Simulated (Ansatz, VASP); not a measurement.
## TiB2: VASP beside Ansatz

```xyz
3
Lattice="3.0292 0.0000 0.0000 -1.5146 2.6234 0.0000 0.0000 0.0000 3.2284" Properties=species:S:1:pos:R:3 pbc="T T T"
Ti    0.0000    0.0000    0.0000
B     0.0000    1.7489    1.6142
B     1.5146    0.8745    1.6142
```

Alike in both runs: task single point; functional PBE; k mesh 8 × 8 × 7; occupations fermi-dirac, width 0.1 eV; no spin polarisation.

```csv
,VASP,Ansatz
version,VASP 6.6.1,Ansatz 0.2.0
potentials or method,"VASP PAW PBE potentials, release 64 (Ti_sv, B), cutoff 520 eV","plane waves, PAW"
valence electrons in the cell,18,18
```

Ansatz gave:

* pressure (GPa): 0.2
* traceless stress, the component that is largest in VASP (GPa): -1.12

Estimate VASP's values.

pressure (GPa): 0.4; traceless stress, the component that is largest in VASP (GPa): -1.11.

The functional is the same, so the differences come from potentials, cutoffs and numerics.
